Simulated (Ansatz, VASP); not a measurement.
**AlN in VASP and in Ansatz**

Contents of INCAR:

```
SYSTEM = AlN
ALGO     = Normal         ! electronic algorithm
EDIFF    = 1E-7           ! SCF threshold, eV
ENCUT    = 520            ! plane-wave cutoff, eV
GGA      = CA             ! functional
ISIF     = 2              ! what is computed and relaxed
ISMEAR   = -1             ! smearing method
LASPH    = .TRUE.         ! aspherical terms in the spheres
LCHARG   = .FALSE.        ! write CHGCAR
LREAL    = .FALSE.        ! projectors in reciprocal space
LWAVE    = .FALSE.        ! write WAVECAR
NBANDS   = 11             ! bands
NELM     = 100            ! most SCF steps
PREC     = Accurate       ! precision mode
SIGMA    = 0.02           ! smearing width, eV
```

Contents of KPOINTS:

```
k-points
0
G
  10 10 10
  0 0 0
```

The input POSCAR:

```
AlN
1.0
    0.0000000000      1.9943478488      1.9943478488
    1.9943478488      0.0000000000      1.9943478488
    1.9943478488      1.9943478488      0.0000000000
Al N
1 1
Direct
    0.0000000000      0.0000000000      0.0000000000
    0.5000000000      0.5000000000      0.5000000000
```

Input for Ansatz:

```yaml
crystal:
  lattice:
    - [0.0, 1.9943478488, 1.9943478488]
    - [1.9943478488, 0.0, 1.9943478488]
    - [1.9943478488, 1.9943478488, 0.0]
  atoms:
    - { symbol: Al, position: [0.0, 0.0, 0.0] }
    - { symbol: "N", position: [0.5, 0.5, 0.5] }
kpoints:
  mp_grid: { grid: [10, 10, 10] }
scf:
  occupations: { method: fermi_dirac, width: 0.02 }
hamiltonian:
  xc: lda
  pseudopotentials: { kind: all_electron, lapw: { basis_error: 0.001 } }
output:
  forces: true
  stress: true
  eigenvalues: true
```

Change from the starting cell: volume scaled by 1.025.

Alike in both runs: task single point; functional LDA; k mesh 10 × 10 × 10; occupations fermi-dirac, width 0.02 eV; no spin polarisation.

|  | VASP | Ansatz |
| --- | --- | --- |
| version | VASP 6.6.1 | Ansatz 0.2.0 |
| potentials or method | VASP PAW LDA potentials, release 64 (Al, N), cutoff 520 eV | all-electron LAPW, scalar-relativistic |

```csv
,VASP,Ansatz,Ansatz less VASP
gap on the k mesh at the Fermi level (eV),4.86,4.85,-0.006
pressure (GPa),5.5,4.8,-0.67
```

LDA's correlation is that of Perdew and Zunger in VASP and of Perdew and Wang (1992) in Ansatz. Ansatz ran all-electron here, and VASP with PAW potentials.
